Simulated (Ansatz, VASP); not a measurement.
One calculation of Mg2Si, two programs

```xyz
3
Lattice="0.0000 3.1698 3.1698 3.1698 0.0000 3.1698 3.1698 3.1698 0.0000" Properties=species:S:1:pos:R:3 pbc="T T T"
Mg    1.5849    1.5849    1.5849
Mg    4.7547    4.7547    4.7547
Si    0.0000    0.0000    0.0000
```

Alike in both runs: task relaxation of cell and atoms; functional PBE; k mesh 10 × 10 × 10; occupations gaussian, width 0.01 eV; no spin polarisation.

```csv
,VASP,Ansatz
version,VASP 6.6.1,Ansatz 0.2.0
potentials or method,"VASP PAW PBE potentials, release 64 (Mg, Si), cutoff 600 eV","scalar-relativistic, plane waves, PAW"
valence electrons in the cell,8,24
```

|  | VASP | Ansatz | Ansatz less VASP |
| --- | --- | --- | --- |
| gap on the k mesh at the Fermi level, each at its own relaxed structure (eV) | 0.21 | 0.22 | +0.004 |
| relaxed volume (Å³/atom) | 21.45 | 21.49 | +0.037 |
| relaxed cell length with the largest relative difference (Å) | 4.498 | 4.501 | +0.0026 |

VASP's potentials hold 8 valence electrons a cell and Ansatz's 24, so a difference there can come from the potentials and not from the codes.
